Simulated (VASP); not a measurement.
# Li27H26 (a cell with a defect) in VASP: a series of runs

Li27H26 (a cell with a defect) is run at these levels: PBE; tasks: relaxation of the atoms.

Program: VASP 6.6.1. These are calculated values, not measurements. Logs are shortened: lines on timing, memory, paths and dates and some standing lists are left out, and cuts for length are marked.

### 1 The cell of the first run

The cell holds a defect, 53 atoms: a = 8.500 Å, b = 8.500 Å, c = 8.500 Å, α = 60.00°, β = 60.00°, γ = 60.00°.

### 2 Relaxation of the atoms, PBE (atoms taken out)

INCAR reads:

```
SYSTEM = Li27H26
  ALGO = Normal
  EDIFF = 1E-6
  EDIFFG = -0.025
  ENCUT = 520
  GGA = PE
  IBRION = 2
  ISIF = 2
  ISMEAR = 0
  LASPH = .True.
  LCHARG = .False.
  LREAL = Auto
  LWAVE = .False.
  NELECT = 108.0
  NELM = 80
  NSW = 65
  PREC = Accurate
  SIGMA = 0.01
```

KPOINTS reads:

```
k-points
0
Gamma
  1 1 1
  0 0 0
```

POSCAR reads:

```
Li27H26
1.0
    0.0000000000      6.0106500781     -6.0106500781
    6.0106500781      6.0106500781      0.0000000000
    6.0106500781      0.0000000000     -6.0106500781
Li H
27 26
Direct
    0.6706761375      0.3293238625      0.3293238625
    0.6706761375      0.6706761375      0.3293238625
    0.6666962526      1.0000000000      0.3333037474
    0.3336086018      0.3336086018      0.3336086018
    0.3293238625      0.6706761375      0.3293238625
    0.3336086018     -0.0008258055      0.3336086018
    0.9991741945      0.3336086018      0.3336086018
    1.0000000000      0.6666962526      0.3333037474
    1.0000000000      0.0000000000      0.3333037474
    0.6666962526      0.3333037474      0.0000000000
    0.6663913982      0.6663913982      0.0008258055
    0.6666962526      0.0000000000      0.0000000000
    0.3336086018      0.3336086018     -0.0008258055
    0.3333037474      0.6666962526      0.0000000000
    0.3333037474      0.0000000000      0.0000000000
    1.0000000000      0.3333037474      0.0000000000
    1.0000000000      0.6666962526      0.0000000000
    1.0000000000      0.0000000000      0.0000000000
    0.6706761375      0.3293238625      0.6706761375
    0.6663913982      0.6663913982      0.6663913982
    0.6663913982      0.0008258055      0.6663913982
    0.3293238625      0.3293238625      0.6706761375
    0.3293238625      0.6706761375      0.6706761375
    0.3333037474      0.0000000000      0.6666962526
    1.0000000000      0.3333037474      0.6666962526
    1.0008258055      0.6663913982      0.6663913982
    1.0000000000      0.0000000000      0.6666962526
    0.5000000000      0.8333835400      0.5000000000
    0.5000000000      0.1666164600      0.5000000000
    0.1666164600      0.5000000000      0.5000000000
    0.1666164600      0.8333835400      0.5000000000
    0.1665886846      0.1665886846      0.5002339461
    0.8333835400      0.5000000000      0.5000000000
    0.8334113154      0.8334113154      0.4997660539
    0.8333835400      0.1666164600      0.5000000000
    0.5000000000      0.5000000000      0.1666164600
    0.5000000000      0.8333835400      0.1666164600
    0.5002339461      0.1665886846      0.1665886846
    0.1665886846      0.5002339461      0.1665886846
    0.1661092387      0.8338907613      0.1661092387
    0.1665886846      0.1665886846      0.1665886846
    0.8333835400      0.5000000000      0.1666164600
    0.8338907613      0.8338907613      0.1661092387
    0.8338907613      0.1661092387      0.1661092387
    0.5000000000      0.5000000000      0.8333835400
    0.4997660539      0.8334113154      0.8334113154
    0.5000000000      0.1666164600      0.8333835400
    0.1666164600      0.5000000000      0.8333835400
    0.1661092387      0.8338907613      0.8338907613
    0.1661092387      0.1661092387      0.8338907613
    0.8334113154      0.4997660539      0.8334113154
    0.8334113154      0.8334113154      0.8334113154
    0.8338907613      0.1661092387      0.8338907613
```

Potentials or basis: VASP PAW PBE potentials, release 64 (Li_sv, H).

Started as:

```sh
$ cat potpaw_PBE.64/Li_sv/POTCAR potpaw_PBE.64/H/POTCAR > POTCAR
$ mpirun -np 1 vasp_gam > vasp.out
```

OUTCAR:

```text
SYSTEM = Li27H26
   EDIFF = 1E-6
   EDIFFG = -0.025
   ENCUT = 520
   GGA = PE
   IBRION = 2
   ISIF = 2
   ISMEAR = 0
   LASPH = .True.
   LREAL = Auto
   NELECT = 108.0
   NELM = 80
   NSW = 65
   PREC = Accurate

 ion  position               nearest neighbor table
   1  0.671  0.329  0.329-
   2  0.671  0.671  0.329-
   3  0.667  0.000  0.333-
   4  0.334  0.334  0.334-
   5  0.329  0.671  0.329-
   6  0.334  0.999  0.334-
[... 45 lines left out ...]
  52  0.833  0.833  0.833-
  53  0.834  0.166  0.834-

  LATTYP: Found a face centered cubic cell.
 ALAT       =    12.0213001562

  Lattice vectors:

 A1 = (   0.0000000000,   6.0106500781,  -6.0106500781)
 A2 = (   6.0106500781,   6.0106500781,   0.0000000000)
 A3 = (   6.0106500781,   0.0000000000,  -6.0106500781)

Analysis of symmetry for initial positions (statically):
=====================================================================
 Subroutine PRICEL returns:
 Original cell was already a primitive cell.

 Routine SETGRP: Setting up the symmetry group for a
 face centered cubic supercell.

 Subroutine GETGRP returns: Found 48 space group operations
 (whereof 48 operations were pure point group operations)
 out of a pool of 48 trial point group operations.

The static configuration has the point symmetry O_h .

Analysis of symmetry for dynamics (positions and initial velocities):
=====================================================================
 Subroutine PRICEL returns:
 Original cell was already a primitive cell.

 Routine SETGRP: Setting up the symmetry group for a
 face centered cubic supercell.

 Subroutine GETGRP returns: Found 48 space group operations
 (whereof 48 operations were pure point group operations)
 out of a pool of 48 trial point group operations.

The dynamic configuration has the point symmetry O_h .

 Subroutine INISYM returns: Found 48 space group operations
 (whereof 48 operations are pure point group operations),
 and found     1 'primitive' translations

----------------------------------------------------------------------------------------

                                     Primitive cell

  volume of cell :     434.3045

  direct lattice vectors                    reciprocal lattice vectors
     0.000000000  6.010650078 -6.010650078    -0.083185678  0.083185678 -0.083185678
     6.010650078  6.010650078  0.000000000     0.083185678  0.083185678  0.083185678
     6.010650078  0.000000000 -6.010650078     0.083185678 -0.083185678 -0.083185678

  length of vectors
     8.500342859  8.500342859  8.500342859     0.144081820  0.144081820  0.144081820

  position of ions in fractional coordinates (direct lattice)
     0.670676138  0.329323862  0.329323862
     0.670676138  0.670676138  0.329323862
     0.666696253  0.000000000  0.333303747
     0.333608602  0.333608602  0.333608602
     0.329323862  0.670676138  0.329323862
     0.333608602  0.999174195  0.333608602
[... 45 lines left out ...]
     0.833411315  0.833411315  0.833411315
     0.833890761  0.166109239  0.833890761

  ion indices of the primitive-cell ions
   primitive index   ion index
                 1           1
                 2           2
                 3           3
                 4           4
                 5           5
                 6           6
[... 45 lines left out ...]
                52          52
                53          53

----------------------------------------------------------------------------------------

 KPOINTS: k-points

Automatic generation of k-mesh.
 Grid dimensions read from file:
 generate k-points for:    1    1    1

 Generating k-lattice:

  Cartesian coordinates                     Fractional coordinates (reciprocal lattice)
    -0.083185678  0.083185678 -0.083185678     1.000000000  0.000000000  0.000000000
     0.083185678  0.083185678  0.083185678     0.000000000  1.000000000  0.000000000
     0.083185678 -0.083185678 -0.083185678     0.000000000  0.000000000  1.000000000

  Length of vectors
     0.144081820  0.144081820  0.144081820

[... 39 lines left out ...]
   PSTRESS=    0.0 pullay stress
   NELECT =     108.0000    total number of electrons
   NUPDOWN=      -1.0000    fix difference up-down
   EMIN   =  10.00;   EMAX   =-10.00  energy-range for DOS
   EFERMI =   0.00;   METHOD = LEGACY
   ISMEAR =     0;   SIGMA  =   0.01  broadening in eV -4-tet -1-fermi 0-gaus
   EFERMI_NEDOS =   21; number of points for ismear=-14 and -15
   IALGO  =     38    algorithm
   IMIX   =      4    mixing-type and parameters
     AMIX     =   0.40;   BMIX     =  1.00
     AMIX_MAG =   1.60;   BMIX_MAG =  1.00
  volume/ion in A,a.u.               =       8.19        55.30
  Fermi-wavevector in a.u.,A,eV,Ry     =   1.029480  1.945435 14.419854  1.059829
  Thomas-Fermi vector in A             =   2.163530
   LORBIT       =      0    0 simple, 1 ext, 2 COOP (PROOUT), +10 PAW based schemes
   GGA     = PE    functional components
   LHFCALC =     F    Hartree Fock is set to
   AEXX    =    0.0000 exact exchange contribution
   IVDW    =     0    specifies the selected vdW correction
   LEPSILON=     F    determine dielectric tensor
   LRPA    =     F    only Hartree local field effects (RPA)
 conjugate gradient relaxation of ions
 non-spin polarized calculation
 Gauss-broadening in eV      SIGMA  =   0.01
  energy-cutoff  :      520.00
  volume of cell :      434.30
 maximum number of plane-waves:      5824
 NGX is ok and might be reduce to    64
   NGX = 31   NGY = 31   NGZ = 31

--------------------------------------- Ionic step        1  -------------------------------------------

 number of electron     108.0000022 magnetization

 Free energy of the ion-electron system (eV)
  ---------------------------------------------------
  ext. energy  EPLUGINS =         0.00000000
  ---------------------------------------------------
  free energy    TOTEN  =      -158.37982188 eV

  energy without entropy =     -158.37982188  energy(sigma->0) =     -158.37982188

------------------------ aborting loop because EDIFF is reached ----------------------------------------

  FORCE on cell =-STRESS in cart. coord.  units (eV):
  Direction    XX          YY          ZZ          XY          YZ          ZX
  --------------------------------------------------------------------------------------
  -------------------------------------------------------------------------------------
  Total        3.7956859      3.7956859      3.7956859     -0.0000000      0.0000000      0.0000000
  in kB       14.0025302     14.0025302     14.0025302     -0.0000000      0.0000000      0.0000000
  external PRESSURE =      14.0025302 kB  Pullay stress =       0.0000000 kB
[... 507 lines left out ...]
  energy  without entropy=     -158.6343880057  energy(sigma->0) =     -158.63438801

--------------------------------------- Ionic step        7  -------------------------------------------

 number of electron     108.0000033 magnetization

 Free energy of the ion-electron system (eV)
  ---------------------------------------------------
  ext. energy  EPLUGINS =         0.00000000
  ---------------------------------------------------
  free energy    TOTEN  =      -158.63728920 eV

  energy without entropy =     -158.63728920  energy(sigma->0) =     -158.63728920

 E-fermi :   2.7949     XC(G=0):  -8.5484

 val. band max:        2.7323006312   @ k =   0.0000   0.0000   0.0000
 cond. band min:       4.9318736118   @ k =   0.0000   0.0000   0.0000
 fundamental gap:      2.1995729805
 Fermi energy:         2.7949051263

 k-point     1 :       0.0000    0.0000    0.0000
  band No.  band energies     occupation
      1     -44.3459      2.00000
      2     -44.3379      2.00000
      3     -44.3276      2.00000
      4     -44.3269      2.00000
      5     -44.3269      2.00000
      6     -44.3269      2.00000
[... 58 lines left out ...]
     65       5.1555      0.00000
     66       5.1555      0.00000
 [bands above 66 left out]

------------------------ aborting loop because EDIFF is reached ----------------------------------------

  FORCE on cell =-STRESS in cart. coord.  units (eV):
  Direction    XX          YY          ZZ          XY          YZ          ZX
  --------------------------------------------------------------------------------------
  -------------------------------------------------------------------------------------
  Total        3.8643032      3.8643032      3.8643032      0.0000000     -0.0000000      0.0000000
  in kB       14.2556637     14.2556637     14.2556637      0.0000000     -0.0000000      0.0000000
  external PRESSURE =      14.2556637 kB  Pullay stress =       0.0000000 kB
[... 68 lines left out ...]
  FREE ENERGIE OF THE ION-ELECTRON SYSTEM (eV)
  ---------------------------------------------------
  free  energy   TOTEN  =      -158.6372891974 eV

  energy  without entropy=     -158.6372891974  energy(sigma->0) =     -158.63728920

 reached required accuracy - stopping structural energy minimisation
```

Run time: 3.9 min. Hardware: 1 thread of AMD EPYC 9R45 (Zen 5), shared host; peak memory 0.57 GiB.

What came out:

```yaml
Free_energy: -158.6373 eV
Energy_gained_by_relaxing: 4.9 meV/atom
Ionic_steps: 7
Largest_force_after_relaxing: 0.016 eV/Å
```

Forces in eV/Å, atoms in the order of the input:
```
Li   0.003  0.000  0.000
Li   0.000 -0.003  0.000
Li   0.005 -0.005  0.000
Li  -0.009 -0.009  0.009
Li   0.000  0.000 -0.003
Li   0.009  0.009  0.009
Li  -0.009  0.009 -0.009
Li   0.000 -0.005 -0.005
Li   0.005  0.000 -0.005
Li   0.005  0.000  0.005
Li  -0.009  0.009  0.009
Li   0.000 -0.005  0.005
Li   0.009 -0.009 -0.009
Li  -0.005  0.000 -0.005
Li   0.000  0.005 -0.005
Li   0.005  0.005  0.000
Li  -0.005 -0.005  0.000
Li   0.000  0.000  0.000
Li   0.000  0.000  0.003
Li   0.009  0.009 -0.009
Li  -0.009 -0.009 -0.009
Li   0.000  0.003  0.000
Li  -0.003  0.000  0.000
Li  -0.005  0.005  0.000
Li   0.000  0.005  0.005
Li   0.009 -0.009  0.009
Li  -0.005  0.000  0.005
H    0.009  0.009  0.000
H   -0.009 -0.009  0.000
H    0.000 -0.009  0.009
H    0.009  0.000  0.009
H    0.002 -0.002 -0.002
H    0.000  0.009 -0.009
H   -0.002  0.002  0.002
H   -0.009  0.000 -0.009
H   -0.009  0.000  0.009
H    0.000  0.009  0.009
H   -0.002  0.002 -0.002
H    0.002  0.002  0.002
H    0.000  0.000 -0.004
H   -0.002 -0.002  0.002
H   -0.009  0.009  0.000
H    0.000 -0.004  0.000
H    0.004  0.000  0.000
H    0.009  0.000 -0.009
H    0.002 -0.002  0.002
H    0.000 -0.009 -0.009
H    0.009 -0.009  0.000
H   -0.004  0.000  0.000
H    0.000  0.004  0.000
H   -0.002 -0.002 -0.002
H    0.002  0.002 -0.002
H    0.000  0.000  0.004
```

The path:
| step | energy change (eV) | largest force (eV/Å) | pressure (GPa) |
| --- | --- | --- | --- |
| 1 | 0.0000 | 0.5382 | 1.40 |
| 2 | -0.1151 | 0.4017 | 1.39 |
| 3 | -0.2493 | 0.0502 | 1.43 |
| 4 | -0.2504 | 0.0557 | 1.44 |
| 5 | -0.2503 | 0.0540 | 1.43 |
| 6 | -0.2546 | 0.0341 | 1.43 |
| 7 | -0.2575 | 0.0157 | 1.43 |

Final structure:
```
Li H
1.0
     0.00000    6.01065   -6.01065
     6.01065    6.01065    0.00000
     6.01065    0.00000   -6.01065
Li H
27 26
Cartesian
  4.0574 6.0107 -6.0107
  6.0107 7.9639 -6.0107
  2.0069 4.0037 -6.0107
  4.0205 4.0205 -4.0205
  6.0107 6.0107 -4.0574
  8.0008 8.0008 -4.0205
  4.0205 8.0008 -8.0008
  6.0107 4.0037 -2.0069
  2.0069 0.0000 -2.0069
  2.0069 6.0107 -4.0037
  4.0205 8.0008 -4.0205
  0.0000 4.0037 -4.0037
  8.0008 4.0205 -8.0008
  4.0037 6.0107 -2.0069
  0.0000 2.0069 -2.0069
  2.0069 2.0069 0.0000
  4.0037 4.0037 0.0000
  0.0000 0.0000 0.0000
  6.0107 6.0107 -7.9639
  8.0008 8.0008 -8.0008
  4.0205 4.0205 -8.0008
  6.0107 4.0574 -6.0107
  7.9639 6.0107 -6.0107
  4.0037 2.0069 -6.0107
  6.0107 2.0069 -4.0037
  8.0008 4.0205 -4.0205
  4.0037 0.0000 -4.0037
  8.0498 8.0498 -6.0107
  3.9715 3.9715 -6.0107
  6.0107 3.9715 -3.9715
  8.0498 6.0107 -3.9715
  4.0044 2.0062 -4.0044
  6.0107 8.0498 -8.0498
  8.0169 10.0151 -8.0169
  3.9715 6.0107 -8.0498
  3.9715 6.0107 -3.9715
  6.0107 8.0498 -3.9715
  2.0062 4.0044 -4.0044
  4.0044 4.0044 -2.0062
  6.0107 6.0107 -2.0003
  2.0062 2.0062 -2.0062
  3.9715 8.0498 -6.0107
  6.0107 10.0210 -6.0107
  2.0003 6.0107 -6.0107
  8.0498 6.0107 -8.0498
  10.0151 8.0169 -8.0169
  6.0107 3.9715 -8.0498
  8.0498 3.9715 -6.0107
  10.0210 6.0107 -6.0107
  6.0107 2.0003 -6.0107
  8.0169 8.0169 -10.0151
  10.0151 10.0151 -10.0151
  6.0107 6.0107 -10.0210
```

Caveat: the k points lie up to 0.91 Å⁻¹ apart; the cell carries a net charge on a neutralising background, which shifts energy and pressure; the cell differs from its parent crystal (atoms taken out); the cell is charged against a uniform background, so pressure and absolute levels hang on convention; the cutoff is under 1.25 times the usual one of these potentials, so pressure, stress and relaxed cells hold a basis-set (Pulay) error.

### 3 Relaxation of the atoms, PBE, collinear spin (atoms taken out)

INCAR reads:

```
SYSTEM = Li27H26
PREC = Accurate
ENCUT = 520
EDIFF = 1E-6
ISMEAR = 0
SIGMA = 0.01
LREAL = Auto
LASPH = .TRUE.
NELM = 150
ALGO = Normal
ISIF = 2
LWAVE = .FALSE.
LCHARG = .FALSE.
ISPIN = 2
MAGMOM = 0.5 0.5 0 0 0.5 0 0 0 0 0 0 0 0 0 0 0 0 0 0.5 0 0 0.5 0.5 0 0 0 0 0 0 0 0 0 0 0 0 0 0 0 0 0 0 0 0 0 0 0 0 0 0 0 0 0 0
LORBIT = 11
GGA = PE
IBRION = 2
NSW = 65
EDIFFG = -0.025
```

KPOINTS reads:

```
Automatic mesh
0
G
  1 1 1
  0 0 0
```

POSCAR is that of step 2.

Potentials or basis: VASP PAW PBE potentials, release 64 (Li_sv, H).

Started as:

```sh
$ cat potpaw_PBE.64/Li_sv/POTCAR potpaw_PBE.64/H/POTCAR > POTCAR
$ mpirun -np 1 vasp_gam > vasp.out
```

It took 2.3 min on 1 thread of AMD EPYC 7R13, shared host; peak memory 0.7 GiB.

It converged, with:

```yaml
Free_energy: -161.5509 eV
Largest_force_after_relaxing: 0.015 eV/Å
Band_gap_on_the_k_mesh: 1.40 eV
Net_moment: 1.00 μB per cell
Valence_electrons_inside_the_program's_atomic_spheres: Li 2.08; H 0.54, 0.55 (each value once)
```

Forces on the atoms (eV/Å):
```
Li   0.002  0.000  0.000
Li   0.000 -0.002  0.000
Li   0.005 -0.005  0.000
Li   0.008  0.008 -0.008
Li   0.000  0.000 -0.002
Li  -0.008 -0.008 -0.008
Li   0.008 -0.008  0.008
Li   0.000 -0.005 -0.005
Li   0.005  0.000 -0.005
Li   0.005  0.000  0.005
Li   0.008 -0.008 -0.008
Li   0.000 -0.005  0.005
Li  -0.008  0.008  0.008
Li  -0.005  0.000 -0.005
Li   0.000  0.005 -0.005
Li   0.005  0.005  0.000
Li  -0.005 -0.005  0.000
Li   0.000  0.000  0.000
Li   0.000  0.000  0.002
Li  -0.008 -0.008  0.008
Li   0.008  0.008  0.008
Li   0.000  0.002  0.000
Li  -0.002  0.000  0.000
Li  -0.005  0.005  0.000
Li   0.000  0.005  0.005
Li  -0.008  0.008 -0.008
Li  -0.005  0.000  0.005
H    0.003  0.003  0.000
H   -0.003 -0.003  0.000
H    0.000 -0.003  0.003
H    0.003  0.000  0.003
H    0.004 -0.004 -0.004
H    0.000  0.003 -0.003
H   -0.004  0.004  0.004
H   -0.003  0.000 -0.003
H   -0.003  0.000  0.003
H    0.000  0.003  0.003
H   -0.004  0.004 -0.004
H    0.004  0.004  0.004
H    0.000  0.000 -0.004
H   -0.004 -0.004  0.004
H   -0.003  0.003  0.000
H    0.000 -0.004  0.000
H    0.004  0.000  0.000
H    0.003  0.000 -0.003
H    0.004 -0.004  0.004
H    0.000 -0.003 -0.003
H    0.003 -0.003  0.000
H   -0.004  0.000  0.000
H    0.000  0.004  0.000
H   -0.004 -0.004 -0.004
H    0.004  0.004 -0.004
H    0.000  0.000  0.004
```

Final structure:
```
Li H
1.0
     0.00000    6.01065   -6.01065
     6.01065    6.01065    0.00000
     6.01065    0.00000   -6.01065
Li H
27 26
Direct
  0.67068 0.32932 0.32932
  0.67068 0.67068 0.32932
  0.66670 0.00000 0.33330
  0.33361 0.33361 0.33361
  0.32932 0.67068 0.32932
  0.33361 0.99917 0.33361
  0.99917 0.33361 0.33361
  0.00000 0.66670 0.33330
  0.00000 0.00000 0.33330
  0.66670 0.33330 0.00000
  0.66639 0.66639 0.00083
  0.66670 0.00000 0.00000
  0.33361 0.33361 0.99917
  0.33330 0.66670 0.00000
  0.33330 0.00000 0.00000
  0.00000 0.33330 0.00000
  0.00000 0.66670 0.00000
  0.00000 0.00000 0.00000
  0.67068 0.32932 0.67068
  0.66639 0.66639 0.66639
  0.66639 0.00083 0.66639
  0.32932 0.32932 0.67068
  0.32932 0.67068 0.67068
  0.33330 0.00000 0.66670
  0.00000 0.33330 0.66670
  0.00083 0.66639 0.66639
  0.00000 0.00000 0.66670
  0.50000 0.83338 0.50000
  0.50000 0.16662 0.50000
  0.16662 0.50000 0.50000
  0.16662 0.83338 0.50000
  0.16659 0.16659 0.50023
  0.83338 0.50000 0.50000
  0.83341 0.83341 0.49977
  0.83338 0.16662 0.50000
  0.50000 0.50000 0.16662
  0.50000 0.83338 0.16662
  0.50023 0.16659 0.16659
  0.16659 0.50023 0.16659
  0.16611 0.83389 0.16611
  0.16659 0.16659 0.16659
  0.83338 0.50000 0.16662
  0.83389 0.83389 0.16611
  0.83389 0.16611 0.16611
  0.50000 0.50000 0.83338
  0.49977 0.83341 0.83341
  0.50000 0.16662 0.83338
  0.16662 0.50000 0.83338
  0.16611 0.83389 0.83389
  0.16611 0.16611 0.83389
  0.83341 0.49977 0.83341
  0.83341 0.83341 0.83341
  0.83389 0.16611 0.83389
```

Levels at points of the mesh, in eV from the valence-band top:
Spin up:
| k point | band 52 | band 53 | band 54 | band 55 | band 56 | band 57 |
| --- | --- | --- | --- | --- | --- | --- |
| (0.00, 0.00, 0.00) | -2.97 | -2.97 | 0.00 | 3.08 | 3.08 | 3.08 |
Spin down:
```tsv
k point	band 49	band 50	band 51	band 52	band 53	band 54	band 55	band 56	band 57	band 58
(0.00, 0.00, 0.00)	-2.97	-2.97	-2.95	-2.95	-2.95	1.40	3.08	3.08	3.08	3.15
```

Caveat: the k points lie up to 0.91 Å⁻¹ apart; the cell differs from its parent crystal (atoms taken out); the cutoff is under 1.25 times the usual one of these potentials, so pressure, stress and relaxed cells hold a basis-set (Pulay) error; the relaxation stopped at its first step, so nothing moved.
